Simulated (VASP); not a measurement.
# Pt (Fm-3m) in VASP: notebook

The runs below take Pt through single point, relaxation of volume and atoms at fixed shape, with PBEsol.

Program: VASP 6.6.1. These are calculated values, not measurements. Logs are shortened: lines on timing, memory, paths and dates and some standing lists are left out, and cuts for length are marked.

**1. The cell of the first run**

The structure is cubic, space group Fm-3m (No. 225). The conventional cell has a = 3.918 Å, b = 3.918 Å, c = 3.918 Å, α = 90.00°, β = 90.00°, γ = 90.00°. Pt (site symmetry m-3m) has 12 Pt at 2.77 Å within 3.7 Å.

**2. Single point, PBEsol**

Contents of INCAR:

```
PREC = Accurate
ENCUT = 500
EDIFF = 1E-6
ISMEAR = -1
SIGMA = 0.1
LREAL = False
LASPH = True
NELM = 120
ALGO = Normal
ISIF = 2
LWAVE = False
LCHARG = False
GGA = PS
NBANDS = 11
GGA_COMPAT = False
```

Contents of KPOINTS:

```
regular mesh
0
Gamma
  9 9 9
```

Contents of POSCAR:

```
Pt
1.0
    0.0000000000      1.9591001520      1.9591001520
    1.9591001520      0.0000000000      1.9591001520
    1.9591001520      1.9591001520      0.0000000000
Pt
1
Direct
    0.0000000000      0.0000000000      0.0000000000
```

Potentials or basis: VASP PAW PBE potentials, release 64 (Pt).

Launch:

```bash
> cat potpaw_PBE.64/Pt/POTCAR > POTCAR
> mpirun -np 1 vasp_std > vasp.out
```

OUTCAR:

```text
PREC = Accurate
   ENCUT = 500
   EDIFF = 1E-6
   ISMEAR = -1
   LREAL = False
   LASPH = True
   NELM = 120
   ISIF = 2
   GGA = PS

 ion  position               nearest neighbor table
   1  0.000  0.000  0.000-

  LATTYP: Found a face centered cubic cell.
 ALAT       =     3.9182003040

  Lattice vectors:

 A1 = (   0.0000000000,   1.9591001520,   1.9591001520)
 A2 = (   1.9591001520,   0.0000000000,   1.9591001520)
 A3 = (   1.9591001520,   1.9591001520,   0.0000000000)

Analysis of symmetry for initial positions (statically):
=====================================================================
 Subroutine PRICEL returns:
 Original cell was already a primitive cell.

 Routine SETGRP: Setting up the symmetry group for a
 face centered cubic supercell.

 Subroutine GETGRP returns: Found 48 space group operations
 (whereof 48 operations were pure point group operations)
 out of a pool of 48 trial point group operations.

The static configuration has the point symmetry O_h .

Analysis of symmetry for dynamics (positions and initial velocities):
=====================================================================
 Subroutine PRICEL returns:
 Original cell was already a primitive cell.

 Routine SETGRP: Setting up the symmetry group for a
 face centered cubic supercell.

 Subroutine GETGRP returns: Found 48 space group operations
 (whereof 48 operations were pure point group operations)
 out of a pool of 48 trial point group operations.

The dynamic configuration has the point symmetry O_h .

 Subroutine INISYM returns: Found 48 space group operations
 (whereof 48 operations are pure point group operations),
 and found     1 'primitive' translations

----------------------------------------------------------------------------------------

                                     Primitive cell

  volume of cell :      15.0383

  direct lattice vectors                    reciprocal lattice vectors
     0.000000000  1.959100152  1.959100152    -0.255219214  0.255219214  0.255219214
     1.959100152  0.000000000  1.959100152     0.255219214 -0.255219214  0.255219214
     1.959100152  1.959100152  0.000000000     0.255219214  0.255219214 -0.255219214

  length of vectors
     2.770586005  2.770586005  2.770586005     0.442052645  0.442052645  0.442052645

[... 79 lines left out ...]
   LREAL  =      F    real-space projection
   EDIFFG = 0.1E-04   stopping-criterion for IOM
   NSW    =      0    number of steps for IOM
   IBRION =     -1    ionic relax: 0-MD 1-quasi-New 2-CG
   NFREE  =      0    steps in history (QN), initial steepest desc. (CG)
   ISIF   =      2    stress and relaxation
   ISYM   =      2    0-nonsym 1-usesym 2-fastsym
   POTIM  = 0.5000    time-step for ionic-motion
   TEBEG  =    0.0;   TEEND  =   0.0 temperature during run
   PSTRESS=    0.0 pullay stress
   NELECT =      10.0000    total number of electrons
   NUPDOWN=      -1.0000    fix difference up-down
   EMIN   =  10.00;   EMAX   =-10.00  energy-range for DOS
   EFERMI =   0.00;   METHOD = LEGACY
   ISMEAR =    -1;   SIGMA  =   0.10  broadening in eV -4-tet -1-fermi 0-gaus
   EFERMI_NEDOS =   21; number of points for ismear=-14 and -15
   IALGO  =     38    algorithm
   IMIX   =      4    mixing-type and parameters
     AMIX     =   0.40;   BMIX     =  1.00
     AMIX_MAG =   1.60;   BMIX_MAG =  1.00
  volume/ion in A,a.u.               =      15.04       101.48
  Fermi-wavevector in a.u.,A,eV,Ry     =   1.428921  2.700269 27.780579  2.041815
  Thomas-Fermi vector in A             =   2.548930
   LORBIT       =      0    0 simple, 1 ext, 2 COOP (PROOUT), +10 PAW based schemes
   GGA     = PS    functional components
   LHFCALC =     F    Hartree Fock is set to
   AEXX    =    0.0000 exact exchange contribution
   IVDW    =     0    specifies the selected vdW correction
   LEPSILON=     F    determine dielectric tensor
   LRPA    =     F    only Hartree local field effects (RPA)
 non-spin polarized calculation
  energy-cutoff  :      500.00
  volume of cell :       15.04
 maximum number of plane-waves:       389
   NGX = 11   NGY = 11   NGZ = 11

 number of electron      10.0000001 magnetization

 Free energy of the ion-electron system (eV)
  ---------------------------------------------------
  ext. energy  EPLUGINS =         0.00000000
  ---------------------------------------------------
  free energy    TOTEN  =        -7.01703428 eV

  energy without entropy =       -6.96984307  energy(sigma->0) =       -6.99343867

 E-fermi :  11.1901     XC(G=0): -13.6436

 val. band max:       11.1849759139   @ k =   0.4444   0.1111   0.0000
 cond. band min:      11.2402271117   @ k =  -0.4444   0.3333   0.0000
 fundamental gap:      0.0552511979
 Fermi energy:        11.1901199422

 k-point     1 :       0.0000    0.0000    0.0000
  band No.  band energies     occupation
      1       0.8224      2.00000
      2       7.3340      2.00000
      3       7.3340      2.00000
      4       7.3340      2.00000
      5       9.5252      2.00000
      6       9.5252      2.00000
      7      25.7648      0.00000
      8      30.7407      0.00000
      9      30.7407      0.00000
     10      30.7407      0.00000
     11      36.0474      0.00000
[... 309 lines left out ...]
 k-point    24 :       0.4444    0.4444    0.0000
  band No.  band energies     occupation
      1       4.0776      2.00000
      2       4.5463      2.00000
      3      11.1228      1.32438
      4      11.4327      0.16252
      5      11.4327      0.16252
      6      12.0419      0.00040
      7      21.0838      0.00000
      8      22.8958      0.00000
      9      22.8958      0.00000
     10      31.0787      0.00000
     11      34.3425      0.00000

 [... further k-points ...]

------------------------ aborting loop because EDIFF is reached ----------------------------------------

  FORCE on cell =-STRESS in cart. coord.  units (eV):
  Direction    XX          YY          ZZ          XY          YZ          ZX
  --------------------------------------------------------------------------------------
  -------------------------------------------------------------------------------------
  Total       -0.0371052     -0.0371052     -0.0371052     -0.0000000      0.0000000      0.0000000
  in kB       -3.9531663     -3.9531663     -3.9531663     -0.0000000      0.0000000      0.0000000
  external PRESSURE =      -3.9531663 kB  Pullay stress =       0.0000000 kB

 VOLUME and BASIS-vectors are now :
 -----------------------------------------------------------------------------
  energy-cutoff  :      500.00
  volume of cell :       15.04
      direct lattice vectors                 reciprocal lattice vectors
     0.000000000  1.959100152  1.959100152    -0.255219214  0.255219214  0.255219214
     1.959100152  0.000000000  1.959100152     0.255219214 -0.255219214  0.255219214
     1.959100152  1.959100152  0.000000000     0.255219214  0.255219214 -0.255219214

 POSITION                                       TOTAL-FORCE (eV/Angst)
 -----------------------------------------------------------------------------------
      0.00000      0.00000      0.00000         0.000000     -0.000000      0.000000
 -----------------------------------------------------------------------------------
    total drift:                               -0.000000     -0.000000     -0.000000

  FREE ENERGIE OF THE ION-ELECTRON SYSTEM (eV)
  ---------------------------------------------------
  free  energy   TOTEN  =        -7.0170342828 eV

  energy  without entropy=       -6.9698430652  energy(sigma->0) =       -6.99343867
```

stdout:

```text
POSCAR found type information on POSCAR Pt
 POSCAR found :  1 types and       1 ions
 scaLAPACK will be used
 -----------------------------------------------------------------------------
|                                                                             |
|                                                                             |
|     You enforced a specific xc type in the INCAR file but a different       |
|     I HOPE YOU KNOW WHAT YOU ARE DOING!                                     |
|                                                                             |
 -----------------------------------------------------------------------------

 LDA part: xc-table for (Slater+PW92), standard interpolation
 POSCAR, INCAR and KPOINTS ok, starting setup
 FFT: planning ... GRIDC
 FFT: planning ... GRID_SOFT
 FFT: planning ... GRID
 WAVECAR not read
 entering main loop
```

Run time: 4.6 s. Hardware: 1 thread of AMD EPYC 7R13 (Zen 3), shared host; peak memory 0.1 GiB.

What came out:

```yaml
Free_energy: -7.0170 eV
Pressure: -0.4 GPa
Band_gap_on_the_k_mesh: zero (bands 5 and 6 overlap by 2.08 eV)
```

Caveat: the PAW data sets were made with another functional, which shifts forces and pressure a little; spin-orbit coupling is left out, which moves the levels of the heavy elements.

**3. Relaxation of volume and atoms at fixed shape, PBEsol**

This run uses another cell than the first one, of 15.08 Å³/atom.

Contents of INCAR:

```
PREC = Accurate ; ENCUT = 500
EDIFF = 1E-7 ; ISMEAR = -1
SIGMA = 0.1 ; LREAL = F
LASPH = T ; NELM = 120
ALGO = Normal ; ISIF = 8
LWAVE = F ; LCHARG = F
GGA = PS ; IBRION = 2
NSW = 80 ; EDIFFG = -0.02
GGA_COMPAT = F ; NELMIN = 4
```

Contents of KPOINTS:

```
Automatic mesh
0
Gamma
  9 9 9
```

Contents of POSCAR:

```
Pt
1.0
    0.0000000000      1.9609000000      1.9609000000
    1.9609000000      0.0000000000      1.9609000000
    1.9609000000      1.9609000000      0.0000000000
Pt
1
Direct
    0.0000000000      0.0000000000      0.0000000000
```

Potentials or basis: VASP PAW PBE potentials, release 64 (Pt).

Launch:

```bash
> cat potpaw_PBE.64/Pt/POTCAR > POTCAR
> mpirun -np 1 vasp_std > vasp.out
```

OUTCAR:

```text
PREC = Accurate
   ENCUT = 500
   EDIFF = 1E-7
   ISMEAR = -1
   LREAL = F
   LASPH = T
   NELM = 120
   ISIF = 8
   GGA = PS
   IBRION = 2
   NSW = 80
   EDIFFG = -0.02
   NELMIN = 4

 ion  position               nearest neighbor table
   1  0.000  0.000  0.000-

  LATTYP: Found a face centered cubic cell.
 ALAT       =     3.9218000000

  Lattice vectors:

 A1 = (   0.0000000000,   1.9609000000,   1.9609000000)
 A2 = (   1.9609000000,   0.0000000000,   1.9609000000)
 A3 = (   1.9609000000,   1.9609000000,   0.0000000000)

Analysis of symmetry for initial positions (statically):
=====================================================================
 Subroutine PRICEL returns:
 Original cell was already a primitive cell.

[... 252 lines left out ...]
 Fermi energy:        11.2175481559

 k-point     1 :       0.0000    0.0000    0.0000
  band No.  band energies     occupation
      1       0.8336      2.00000
      2       7.3525      2.00000
      3       7.3525      2.00000
      4       7.3525      2.00000
      5       9.5487      2.00000
      6       9.5487      2.00000
      7      25.7880      0.00000
      8      30.7718      0.00000
      9      30.7718      0.00000
[... 265 lines left out ...]
 k-point    24 :       0.4444    0.4444    0.0000
  band No.  band energies     occupation
      1       4.0893      2.00000
      2       4.5587      2.00000
      3      11.1502      1.32447
      4      11.4608      0.16152
      5      11.4608      0.16152
      6      12.0663      0.00041
      7      21.1264      0.00000
      8      22.9283      0.00000
      9      22.9283      0.00000

 [... further k-points ...]

------------------------ aborting loop because EDIFF is reached ----------------------------------------

  FORCE on cell =-STRESS in cart. coord.  units (eV):
  Direction    XX          YY          ZZ          XY          YZ          ZX
  --------------------------------------------------------------------------------------
  -------------------------------------------------------------------------------------
  Total        0.0003950      0.0003950      0.0003950     -0.0000000      0.0000000     -0.0000000
  in kB        0.0421435      0.0421435      0.0421435     -0.0000000      0.0000000     -0.0000000
  external PRESSURE =       0.0421435 kB  Pullay stress =       0.0000000 kB
[... 16 lines left out ...]
  FREE ENERGIE OF THE ION-ELECTRON SYSTEM (eV)
  ---------------------------------------------------
  free  energy   TOTEN  =        -7.0171185925 eV

  energy  without entropy=       -6.9700381152  energy(sigma->0) =       -6.99357835

 reached required accuracy - stopping structural energy minimisation
```

Run time: 9 s. Hardware: 1 thread of AMD EPYC 7R13 (Zen 3), shared host; peak memory 0.1 GiB.

What came out:

* Free energy: -7.0171 eV
* Relaxed volume: 15.02 Å³/atom
* Relaxed cell: a = 2.769 Å, b = 2.769 Å, c = 2.769 Å, α = 60.00°, β = 60.00°, γ = 60.00°
* Space group after relaxing (to 0.1 Å): Fm-3m (No. 225)
* Energy gained by relaxing: 0.2 meV/atom
* Ionic steps: 3
* Pressure after relaxing: 0.0 GPa
* Band gap on the k mesh: zero (bands 5 and 6 overlap by 2.09 eV)

Step by step:
```tsv
step	energy change (eV)	largest force (eV/Å)	pressure (GPa)	volume (Å³)
1	0.0000	0.0000	-1.18	15.08
2	0.0017	0.0000	3.59	14.84
3	-0.0002	0.0000	0.00	15.02
```

Final structure:
```xyz
1
Lattice="0.0000 1.9582 1.9582 1.9582 0.0000 1.9582 1.9582 1.9582 0.0000" Properties=species:S:1:pos:R:3 pbc="T T T"
Pt    0.0000    0.0000    0.0000
```

Caveat: the PAW data sets were made with another functional, which shifts forces and pressure a little; spin-orbit coupling is left out, which moves the levels of the heavy elements.

The gap in the log of VASP goes by the Fermi energy; the results here count the filled bands.